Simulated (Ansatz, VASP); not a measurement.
Ga3AsN2: VASP beside Ansatz

```
Ga As N
1.0
     3.61347    0.00000    0.00000
    -1.80674    3.12936    0.00000
     0.00000    0.00000    8.85117
Ga As N
3 1 2
Direct
  0.66667 0.33333 0.83333
  0.00000 0.00000 0.50000
  0.33333 0.66667 0.16667
  0.00000 0.00000 0.00000
  0.33333 0.66667 0.66667
  0.66667 0.33333 0.33333
```

Alike in both runs: task relaxation of cell and atoms; functional PBE; k mesh 6 × 6 × 2; occupations gaussian, width 0.1 eV; no spin polarisation.

```csv
,VASP,Ansatz
version,VASP 6.6.1,Ansatz 0.2.0
potentials or method,"VASP PAW PBE potentials, release 64 (Ga_d, As, N), cutoff 600 eV","scalar-relativistic, plane waves, PAW"
valence electrons in the cell,54,64
```

```tsv
	VASP	Ansatz	Ansatz less VASP
gap on the k mesh at the Fermi level, each at its own relaxed structure (eV)	none	none	-
relaxed volume (Å³/atom)	13.04	13.00	-0.032
relaxed cell length with the largest relative difference (Å)	3.202	3.196	-0.0055
```

A gap of «none» marks a metal or a gap that the smearing closes. VASP's potentials hold 54 valence electrons a cell and Ansatz's 64, so a difference there can come from the potentials and not from the codes.

Noted on VASP's run: the volume moved by over 15 % at a fixed basis, so the end points are rough.
